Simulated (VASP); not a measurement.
# CdTe (F-43m) in VASP: further runs

CdTe is run at these levels: PBE, PBE+D3(BJ); tasks: electric field gradients.

Program: VASP 6.6.1. These are calculated values, not measurements. Logs are shortened: lines on timing, memory, paths and dates and some standing lists are left out, and cuts for length are marked.

## (1) The cell of the first run

The structure is cubic, space group F-43m (No. 216). The conventional cell has a = 6.280 Å, b = 6.280 Å, c = 6.280 Å, α = 90.00°, β = 90.00°, γ = 90.00°. Cd (site symmetry -43m) has 4 Te at 2.72 Å within 3.6 Å. Te (site symmetry -43m) has 4 Cd at 2.72 Å within 3.6 Å.

## (2) Electric field gradients, PBE

Contents of INCAR:

```
SYSTEM = CdTe
ALGO = Normal
EDIFF = 1E-8
ENCUT = 520
GGA = PE
ISIF = 2
ISMEAR = -1
LASPH = .TRUE.
LCHARG = .FALSE.
LEFG = .TRUE.
LREAL = .FALSE.
LWAVE = .FALSE.
NBANDS = 16
NELM = 80
PREC = Accurate
SIGMA = 0.08
```

Contents of KPOINTS:

```
k-points
0
G
  9 9 9
  0 0 0
```

Contents of POSCAR:

```
CdTe
1.0
    0.0000000000      3.1401300417      3.1401300417
    3.1401300417      0.0000000000      3.1401300417
    3.1401300417      3.1401300417      0.0000000000
Cd Te
1 1
Direct
    0.0000000000      0.0000000000      0.0000000000
    0.7500000000      0.7500000000      0.7500000000
```

Potentials or basis: VASP PAW PBE potentials, release 64 (Cd, Te).

Launch:

```bash
$ cat potpaw_PBE.64/Cd/POTCAR potpaw_PBE.64/Te/POTCAR > POTCAR
$ mpirun -np 1 vasp_std > vasp.out
```

OUTCAR:

```text
SYSTEM = CdTe
   EDIFF = 1E-8
   ENCUT = 520
   GGA = PE
   ISIF = 2
   ISMEAR = -1
   LASPH = .TRUE.
   LREAL = .FALSE.
   NELM = 80
   PREC = Accurate

 ion  position               nearest neighbor table
   1  0.000  0.000  0.000-   2 2.72   2 2.72   2 2.72   2 2.72
   2  0.750  0.750  0.750-   1 2.72   1 2.72   1 2.72   1 2.72

  LATTYP: Found a face centered cubic cell.
 ALAT       =     6.2802600834

  Lattice vectors:

 A1 = (   0.0000000000,   3.1401300417,   3.1401300417)
 A2 = (   3.1401300417,   0.0000000000,   3.1401300417)
 A3 = (   3.1401300417,   3.1401300417,   0.0000000000)

Analysis of symmetry for initial positions (statically):
=====================================================================
 Subroutine PRICEL returns:
 Original cell was already a primitive cell.

 Routine SETGRP: Setting up the symmetry group for a
 face centered cubic supercell.

 Subroutine GETGRP returns: Found 24 space group operations
 (whereof 24 operations were pure point group operations)
 out of a pool of 48 trial point group operations.

The static configuration has the point symmetry T_d .

Analysis of symmetry for dynamics (positions and initial velocities):
=====================================================================
 Subroutine PRICEL returns:
 Original cell was already a primitive cell.

 Routine SETGRP: Setting up the symmetry group for a
 face centered cubic supercell.

 Subroutine GETGRP returns: Found 24 space group operations
 (whereof 24 operations were pure point group operations)
 out of a pool of 48 trial point group operations.

The dynamic configuration has the point symmetry T_d .

 Subroutine INISYM returns: Found 24 space group operations
 (whereof 24 operations are pure point group operations),
 and found     1 'primitive' translations

----------------------------------------------------------------------------------------

                                     Primitive cell

  volume of cell :      61.9260

  direct lattice vectors                    reciprocal lattice vectors
     0.000000000  3.140130042  3.140130042    -0.159229074  0.159229074  0.159229074
     3.140130042  0.000000000  3.140130042     0.159229074 -0.159229074  0.159229074
     3.140130042  3.140130042  0.000000000     0.159229074  0.159229074 -0.159229074

  length of vectors
     4.440814493  4.440814493  4.440814493     0.275792847  0.275792847  0.275792847
[... 116 lines left out ...]
 NGX is ok and might be reduce to    36

 number of electron      18.0000003 magnetization

 Free energy of the ion-electron system (eV)
  ---------------------------------------------------
  ext. energy  EPLUGINS =         0.00000000
  ---------------------------------------------------
  free energy    TOTEN  =        -4.57532719 eV

  energy without entropy =       -4.57531445  energy(sigma->0) =       -4.57532082

 E-fermi :   3.8762     XC(G=0):  -9.0108

 val. band max:        3.2620775982   @ k =   0.0000   0.0000   0.0000
 cond. band min:       4.3283252751   @ k =   0.0000   0.0000   0.0000
 fundamental gap:      1.0662476769
 Fermi energy:         3.8761623635

 k-point     1 :       0.0000    0.0000    0.0000
  band No.  band energies     occupation
      1      -8.5023      2.00000
      2      -5.4018      2.00000
      3      -5.4018      2.00000
      4      -5.4018      2.00000
      5      -5.0643      2.00000
      6      -5.0643      2.00000
[... 433 lines left out ...]
      3      -5.1930      2.00000
      4      -5.1930      2.00000
      5      -5.0264      2.00000
      6      -4.5206      2.00000
[... 8 lines left out ...]
     15      14.1388      0.00000
     16      15.5404      0.00000

 [... further k-points ...]
[... 5 lines left out ...]
  --------------------------------------------------------------------------------------
  -------------------------------------------------------------------------------------
  Total        3.1848278      3.1848278      3.1848278      0.0000000     -0.0000000      0.0000000
  in kB       82.3993234     82.3993234     82.3993234      0.0000000     -0.0000000      0.0000000
  external PRESSURE =      82.3993234 kB  Pullay stress =       0.0000000 kB

 VOLUME and BASIS-vectors are now :
 -----------------------------------------------------------------------------
  energy-cutoff  :      520.00
  volume of cell :       61.93
      direct lattice vectors                 reciprocal lattice vectors
     0.000000000  3.140130042  3.140130042    -0.159229074  0.159229074  0.159229074
     3.140130042  0.000000000  3.140130042     0.159229074 -0.159229074  0.159229074
     3.140130042  3.140130042  0.000000000     0.159229074  0.159229074 -0.159229074

 POSITION                                       TOTAL-FORCE (eV/Angst)
 -----------------------------------------------------------------------------------
      0.00000      0.00000      0.00000        -0.000000      0.000000      0.000000
      4.71020      4.71020      4.71020         0.000000     -0.000000     -0.000000
 -----------------------------------------------------------------------------------
    total drift:                                0.000000      0.000000      0.000000

  FREE ENERGIE OF THE ION-ELECTRON SYSTEM (eV)
  ---------------------------------------------------
  free  energy   TOTEN  =        -4.5753271942 eV

  energy  without entropy=       -4.5753144507  energy(sigma->0) =       -4.57532082

 Electric field gradients (V/A^2)
---------------------------------------------------------------------
 ion       V_xx      V_yy      V_zz      V_xy      V_xz      V_yz
---------------------------------------------------------------------
   1       0.000    -0.000    -0.000    -0.001    -0.001    -0.001
   2      -0.000    -0.000    -0.000     0.000     0.000     0.000
---------------------------------------------------------------------

 Electric field gradients after diagonalization (V/A^2)
 (convention: |V_zz| > |V_xx| > |V_yy|)
----------------------------------------------------------------------
 ion       V_xx      V_yy      V_zz     asymmetry (V_yy - V_xx)/ V_zz
----------------------------------------------------------------------
   1       0.001     0.001    -0.002       0.000
   2      -0.000    -0.000     0.000       0.000
----------------------------------------------------------------------

           NMR quadrupolar parameters

 Cq : quadrupolar parameter    Cq=e*Q*V_zz/h
 eta: asymmetry parameters     (V_yy - V_xx)/ V_zz
 Q  : nuclear electric quadrupole moment in mb (millibarn)
----------------------------------------------------------------------
 ion       Cq(MHz)       eta       Q (mb)
----------------------------------------------------------------------
   1      -0.000       0.000       1.000
   2       0.000       0.000       1.000
----------------------------------------------------------------------
```

Wall time 29 s (1 thread of Intel Xeon 6975P-C (Granite Rapids), shared host); peak memory 0.21 GiB.

Results:

```
Free energy            : -4.5753 eV
Pressure               : 8.2 GPa
Band gap on the k mesh : 1.07 eV, direct
```

Caveat: without QUAD_EFG the Cq values of the log hold for a quadrupole moment of 1 mb, not for the nuclei; spin-orbit coupling is left out, which moves the levels of the heavy elements.

## (3) Electric field gradients, PBE+D3(BJ)

Contents of INCAR:

```
PREC = Accurate
ENCUT = 520
EDIFF = 1E-8
ISMEAR = -1
SIGMA = 0.08
LREAL = False
LASPH = True
NELM = 100
ALGO = Normal
ISIF = 2
LWAVE = False
LCHARG = False
GGA = PE
IVDW = 12
LEFG = True
NBANDS = 16
```

Contents of KPOINTS:

```
Automatic mesh
0
Gamma
  9 9 9
```

POSCAR is that of step 2.

Potentials or basis: VASP PAW PBE potentials, release 64 (Cd, Te).

Launch:

```bash
$ cat potpaw_PBE.64/Cd/POTCAR potpaw_PBE.64/Te/POTCAR > POTCAR
$ mpirun -np 1 vasp_std > vasp.out
```

OUTCAR:

```text
PREC = Accurate
   ENCUT = 520
   EDIFF = 1E-8
   ISMEAR = -1
   LREAL = False
   LASPH = True
   NELM = 100
   ISIF = 2
   GGA = PE
   IVDW = 12
 IVDW          = 12

 ion  position               nearest neighbor table
   1  0.000  0.000  0.000-   2 2.72   2 2.72   2 2.72   2 2.72
   2  0.750  0.750  0.750-   1 2.72   1 2.72   1 2.72   1 2.72

  LATTYP: Found a face centered cubic cell.
 ALAT       =     6.2802600834

  Lattice vectors:

 A1 = (   0.0000000000,   3.1401300417,   3.1401300417)
 A2 = (   3.1401300417,   0.0000000000,   3.1401300417)
 A3 = (   3.1401300417,   3.1401300417,   0.0000000000)

Analysis of symmetry for initial positions (statically):
=====================================================================
 Subroutine PRICEL returns:
 Original cell was already a primitive cell.

 Routine SETGRP: Setting up the symmetry group for a
 face centered cubic supercell.

[... 648 lines left out ...]
  volume of cell :       61.93
      direct lattice vectors                 reciprocal lattice vectors
     0.000000000  3.140130042  3.140130042    -0.159229074  0.159229074  0.159229074
     3.140130042  0.000000000  3.140130042     0.159229074 -0.159229074  0.159229074
     3.140130042  3.140130042  0.000000000     0.159229074  0.159229074 -0.159229074

 POSITION                                       TOTAL-FORCE (eV/Angst)
 -----------------------------------------------------------------------------------
      0.00000      0.00000      0.00000         0.000000      0.000000      0.000000
      4.71020      4.71020      4.71020        -0.000000     -0.000000     -0.000000
 -----------------------------------------------------------------------------------
    total drift:                                0.000000      0.000000      0.000000

  FREE ENERGIE OF THE ION-ELECTRON SYSTEM (eV)
  ---------------------------------------------------
  free  energy   TOTEN  =        -5.3380736850 eV

  energy  without entropy=       -5.3380609415  energy(sigma->0) =       -5.33806731

 Electric field gradients (V/A^2)
---------------------------------------------------------------------
 ion       V_xx      V_yy      V_zz      V_xy      V_xz      V_yz
---------------------------------------------------------------------
   1       0.000    -0.000    -0.000    -0.001    -0.001    -0.001
   2      -0.000    -0.000    -0.000     0.000     0.000     0.000
---------------------------------------------------------------------

 Electric field gradients after diagonalization (V/A^2)
 (convention: |V_zz| > |V_xx| > |V_yy|)
----------------------------------------------------------------------
 ion       V_xx      V_yy      V_zz     asymmetry (V_yy - V_xx)/ V_zz
----------------------------------------------------------------------
   1       0.001     0.001    -0.002       0.000
   2      -0.000    -0.000     0.000       0.000
----------------------------------------------------------------------

           NMR quadrupolar parameters

 Cq : quadrupolar parameter    Cq=e*Q*V_zz/h
 eta: asymmetry parameters     (V_yy - V_xx)/ V_zz
 Q  : nuclear electric quadrupole moment in mb (millibarn)
----------------------------------------------------------------------
 ion       Cq(MHz)       eta       Q (mb)
----------------------------------------------------------------------
   1      -0.000       0.000       1.000
   2       0.000       0.000       1.000
----------------------------------------------------------------------
```

OSZICAR:

```text
N       E                     dE             d eps       ncg     rms          rms(c)
DAV:   1     0.105580855886E+03    0.10558E+03   -0.85293E+03  1136   0.988E+02
DAV:   2    -0.130914092405E+01   -0.10689E+03   -0.10192E+03  1336   0.244E+02
DAV:   3    -0.477368442465E+01   -0.34645E+01   -0.34596E+01  1400   0.462E+01
DAV:   4    -0.480342737500E+01   -0.29743E-01   -0.29742E-01  1688   0.375E+00
DAV:   5    -0.480348206205E+01   -0.54687E-04   -0.54687E-04  1448   0.158E-01    0.689E+00
DAV:   6    -0.459104208707E+01    0.21244E+00   -0.36771E-01  1368   0.796E+00    0.540E+00
DAV:   7    -0.457432772663E+01    0.16714E-01   -0.12121E-01  1336   0.234E+00    0.189E+00
DAV:   8    -0.457498941116E+01   -0.66168E-03   -0.12880E-02  1280   0.135E+00    0.525E-01
DAV:   9    -0.457523889601E+01   -0.24948E-03   -0.99202E-04  1336   0.354E-01    0.138E-01
DAV:  10    -0.457529617371E+01   -0.57278E-04   -0.11632E-04  1432   0.102E-01    0.560E-02
DAV:  11    -0.457532695881E+01   -0.30785E-04   -0.55532E-05  1296   0.583E-02    0.227E-02
DAV:  12    -0.457532638416E+01    0.57465E-06   -0.27798E-06  1360   0.189E-02    0.109E-02
DAV:  13    -0.457532711689E+01   -0.73273E-06   -0.40469E-06  1304   0.119E-02    0.134E-02
DAV:  14    -0.457532707048E+01    0.46408E-07   -0.42516E-07  1416   0.569E-03    0.388E-03
DAV:  15    -0.457532721363E+01   -0.14315E-06   -0.61439E-08  1392   0.121E-03    0.673E-04
DAV:  16    -0.457532719029E+01    0.23337E-07   -0.18415E-08  1368   0.948E-04    0.151E-04
DAV:  17    -0.457532719416E+01   -0.38690E-08   -0.16163E-09   824   0.266E-04
   1 F= -.53380737E+01 E0= -.53380673E+01  d E =-.127435E-04
```

stdout:

```text
POSCAR found type information on POSCAR CdTe
 POSCAR found :  2 types and       2 ions
 scaLAPACK will be used
 LDA part: xc-table for (Slater+PW92), standard interpolation
 POSCAR, INCAR and KPOINTS ok, starting setup
 FFT: planning ... GRIDC
 FFT: planning ... GRID_SOFT
 FFT: planning ... GRID
 WAVECAR not read
 entering main loop
ion   1

ion   2
```

Wall time 28 s (1 thread of Intel Xeon 6975P-C (Granite Rapids), shared host); peak memory 0.22 GiB.

What came out:

- Free energy: -5.3381 eV
- Pressure: 6.0 GPa
- Band gap on the k mesh: 1.07 eV, direct
- Dispersion energy per atom: -0.381 eV

Levels at points of the mesh, in eV from the valence-band top:
| k point | band 6 | band 7 | band 8 | band 9 | band 10 | band 11 | band 12 | band 13 |
| --- | --- | --- | --- | --- | --- | --- | --- | --- |
| (0.00, 0.00, 0.00) | -8.33 | 0.00 | 0.00 | 0.00 | 1.07 | 4.52 | 4.52 | 4.52 |

Caveat: without QUAD_EFG the Cq values of the log hold for a quadrupole moment of 1 mb, not for the nuclei; spin-orbit coupling is left out, which moves the levels of the heavy elements.

(Continued in part 2 of 2.)
